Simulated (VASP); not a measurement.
# MgCd2S3 (P6/mmm) in VASP: notebook, part 3 of 3

VASP 6.6.1. The steps go on from the part before.

**6. Relaxation of cell and atoms, PBE**

This run uses another cell than the first one, of 24.86 Å³/atom.

INCAR

```
SYSTEM = MgCd2S3
  PREC = Accurate
  ENCUT = 600
  EDIFF = 1E-7
  ISMEAR = 0
  SIGMA = 0.1
  LREAL = .False.
  LASPH = .True.
  NELM = 60
  ALGO = Normal
  ISIF = 3
  LWAVE = .False.
  LCHARG = .False.
  GGA = PE
  IBRION = 2
  NSW = 100
  EDIFFG = -0.01
```

KPOINTS

```
Automatic mesh
0
Gamma
  6 6 12
  0 0 0
```

POSCAR

```
MgCd2S3
1.0
    7.1176875962      0.0000000000      0.0000000000
   -3.5588437981      6.1640982745      0.0000000000
    0.0000000000      0.0000000000      3.3992793850
Mg Cd S
1 2 3
Direct
    0.0000000000      0.0000000000      0.0000000000
    0.3333333333      0.6666666667      0.0000000000
    0.6666666667      0.3333333333      0.0000000000
    0.5000000000      0.0000000000      0.5000000000
    0.5000000000      0.5000000000      0.5000000000
    0.0000000000      0.5000000000      0.5000000000
```

Potentials or basis: VASP PAW PBE potentials, release 64 (Mg, Cd, S).

On the command line:

```sh
$ cat potpaw_PBE.64/Mg/POTCAR potpaw_PBE.64/Cd/POTCAR potpaw_PBE.64/S/POTCAR > POTCAR
$ mpirun -np 1 vasp_std > vasp.out
```

OUTCAR:

```text
SYSTEM = MgCd2S3
   PREC = Accurate
   ENCUT = 600
   EDIFF = 1E-7
   ISMEAR = 0
   LREAL = .False.
   LASPH = .True.
   NELM = 60
   ISIF = 3
   GGA = PE
   IBRION = 2
   NSW = 100
   EDIFFG = -0.01

 ion  position               nearest neighbor table
   1  0.000  0.000  0.000-
   2  0.333  0.667  0.000-   4 2.67   4 2.67   6 2.67   6 2.67   5 2.67   5 2.67
   3  0.667  0.333  0.000-   4 2.67   4 2.67   6 2.67   6 2.67   5 2.67   5 2.67
   4  0.500  0.000  0.500-   2 2.67   3 2.67   2 2.67   3 2.67
   5  0.500  0.500  0.500-   2 2.67   3 2.67   2 2.67   3 2.67
   6  0.000  0.500  0.500-   2 2.67   3 2.67   2 2.67   3 2.67

  LATTYP: Found a hexagonal cell.
 ALAT       =     7.1176875962
 C/A-ratio  =     0.4775819870

  Lattice vectors:

 A1 = (   7.1176875962,   0.0000000000,   0.0000000000)
 A2 = (  -3.5588437981,   6.1640982745,   0.0000000000)
[... 265 lines left out ...]

 number of electron      43.9999999 magnetization

 Free energy of the ion-electron system (eV)
  ---------------------------------------------------
  ext. energy  EPLUGINS =         0.00000000
  ---------------------------------------------------
  free energy    TOTEN  =       -14.96439156 eV

  energy without entropy =      -14.94033677  energy(sigma->0) =      -14.95236416

 E-fermi :   1.9323     XC(G=0):  -8.9953

 val. band max:        1.9249694063   @ k =   0.1667   0.0000   0.5000
 cond. band min:       1.9337824580   @ k =   0.0000   0.0000   0.4167
 fundamental gap:      0.0088130517
 Fermi energy:         1.9323499615

 k-point     1 :       0.0000    0.0000    0.0000
  band No.  band energies     occupation
      1     -10.9059      2.00000
      2      -9.9691      2.00000
      3      -9.9691      2.00000
      4      -6.5371      2.00000
      5      -6.2949      2.00000
      6      -6.0953      2.00000
[... 685 lines left out ...]
     25       5.4620      0.00000
     26       6.0174      0.00000

 [... further k-points ...]
[... 5 lines left out ...]
  --------------------------------------------------------------------------------------
  -------------------------------------------------------------------------------------
  Total        0.0177616      0.0177616     -0.0280615      0.0000000     -0.0000000      0.0000000
  in kB        0.1894237      0.1894237     -0.2992703      0.0000000     -0.0000000      0.0000000
  external PRESSURE =       0.0265257 kB  Pullay stress =       0.0000000 kB
[... 21 lines left out ...]
  FREE ENERGIE OF THE ION-ELECTRON SYSTEM (eV)
  ---------------------------------------------------
  free  energy   TOTEN  =       -14.9643915568 eV

  energy  without entropy=      -14.9403367688  energy(sigma->0) =      -14.95236416

 reached required accuracy - stopping structural energy minimisation
```

OSZICAR:

```text
N       E                     dE             d eps       ncg     rms          rms(c)
DAV:   1     0.316393893024E+03    0.31639E+03   -0.22145E+04  2548   0.168E+03
DAV:   2     0.667369645418E+01   -0.30972E+03   -0.30138E+03  2986   0.355E+02
DAV:   3    -0.173421626706E+02   -0.24016E+02   -0.23276E+02  2992   0.929E+01
[... 28 lines left out ...]
DAV:   3    -0.149643934335E+02    0.34474E-04   -0.10277E-04  2622   0.878E-02    0.536E-02
DAV:   4    -0.149643894511E+02    0.39824E-05   -0.11079E-05  2708   0.203E-02    0.187E-02
DAV:   5    -0.149643907720E+02   -0.13209E-05   -0.21259E-06  2856   0.137E-02    0.571E-03
DAV:   6    -0.149643916115E+02   -0.83955E-06   -0.48483E-07  2532   0.503E-03    0.116E-03
DAV:   7    -0.149643915568E+02    0.54708E-07   -0.13564E-08  1334   0.978E-04
   3 F= -.14964392E+02 E0= -.14952364E+02  d E =-.128327E-02
```

CONTCAR:

```text
MgCd2S3
   1.00000000000000
     7.1335734956305972    0.0000000000000000    0.0000000000000000
    -3.5667867478152986    6.1778558669687911   -0.0000000000000000
     0.0000000000000000    0.0000000000000000    3.4088897416280171
  Mg              Cd              S
     1     2     3
Direct
     0.0000000000000000    0.0000000000000000    0.0000000000000000
     0.3333333332999970    0.6666666667000030    0.0000000000000000
     0.6666666667000030    0.3333333332999970    0.0000000000000000
     0.5000000000000000    0.0000000000000000    0.5000000000000000
     0.5000000000000000    0.5000000000000000    0.5000000000000000
     0.0000000000000000    0.5000000000000000    0.5000000000000000

  0.00000000E+00  0.00000000E+00  0.00000000E+00
  0.00000000E+00  0.00000000E+00  0.00000000E+00
  0.00000000E+00  0.00000000E+00  0.00000000E+00
  0.00000000E+00  0.00000000E+00  0.00000000E+00
  0.00000000E+00  0.00000000E+00  0.00000000E+00
  0.00000000E+00  0.00000000E+00  0.00000000E+00
```

It took 6.6 min on 1 thread of Intel Xeon Platinum 8259CL at 2.50GHz (Skylake/Cascade Lake), shared host; peak memory 0.47 GiB.

Results:

```
Free energy                           : -14.9644 eV
Relaxed volume                        : 25.04 Å³/atom
Relaxed cell                          : a = 7.134 Å, b = 7.134 Å, c = 3.409 Å, α = 90.00°, β = 90.00°, γ = 120.00°
Space group after relaxing (to 0.1 Å) : P6/mmm (No. 191)
Energy gained by relaxing             : 0.2 meV/atom
Ionic steps                           : 3
Pressure after relaxing               : 0.0 GPa
Band gap on the k mesh                : zero (bands 22 and 23 overlap by 0.85 eV)
```

Step by step:
```tsv
step	energy change (eV)	largest force (eV/Å)	pressure (GPa)	volume (Å³)
1	0.0000	0.0000	0.38	149.14
2	-0.0012	0.0000	-0.05	150.41
3	-0.0013	0.0000	0.00	150.23
```

Final structure:
```
Mg Cd S
1.0
     7.13357    0.00000    0.00000
    -3.56679    6.17786    0.00000
     0.00000    0.00000    3.40889
Mg Cd S
1 2 3
Direct
  0.00000 0.00000 0.00000
  0.33333 0.66667 0.00000
  0.66667 0.33333 0.00000
  0.50000 0.00000 0.50000
  0.50000 0.50000 0.50000
  0.00000 0.50000 0.50000
```

Levels at points of the mesh, in eV from the Fermi level:
```tsv
k point	band 18	band 19	band 20	band 21	band 22	band 23	band 24	band 25	band 26
(0.00, 0.00, 0.00)	-0.84	-0.68	-0.68	-0.52	0.42	0.42	1.15	4.42	4.42
(0.50, 0.00, 0.00)	-1.95	-0.56	-0.47	-0.22	-0.06	0.42	2.16	3.32	3.78
(0.00, 0.00, 0.50)	-1.54	-1.54	-0.34	0.04	0.23	0.23	1.24	1.44	2.72
(0.50, 0.00, 0.50)	-1.75	-1.64	-1.04	-0.63	0.21	0.62	1.62	2.05	2.89
```

**7. Overview**

| task | cell | k mesh | cutoff (eV) | gap on the mesh (eV) | pressure (GPa) | relaxed volume (Å³/atom) |
| --- | --- | --- | --- | --- | --- | --- |
| single point | a = 6.521, b = 6.521, c = 3.598 Å, angles 90.0, 90.0, 120.0°, 6 atoms | 3 × 3 × 6 | 520 | none | 6.0 | - |
| single point | a = 7.118, b = 7.118, c = 3.399 Å, angles 90.0, 90.0, 120.0°, 6 atoms | 3 × 3 × 6 | 520 | none | 0.3 | - |
| relaxation of cell and atoms | relaxed from a = 6.521, b = 6.521, c = 3.598 Å, angles 90.0, 90.0, 120.0°, 6 atoms | 3 × 3 × 6 | 600 | none | 0.0 | 25.03 |
| single point | a = 7.121, b = 7.121, c = 3.404 Å, angles 90.0, 90.0, 120.0°, 6 atoms | 6 × 6 × 12 | 520 | none | 0.3 | - |
| relaxation of cell and atoms | relaxed from a = 7.118, b = 7.118, c = 3.399 Å, angles 90.0, 90.0, 120.0°, 6 atoms | 6 × 6 × 12 | 600 | none | 0.0 | 25.04 |

Alike in all rows: level PBE; potentials or basis VASP PAW PBE potentials, release 64 (Mg, Cd, S); no spin polarisation; smearing gaussian 0.1 eV.

Caveats: some runs use coarse meshes; semilocal functionals underestimate gaps, so a narrow gap can read as zero (at least some runs).

Total energies depend on the potentials used, so only differences within one code and one set of settings carry meaning.
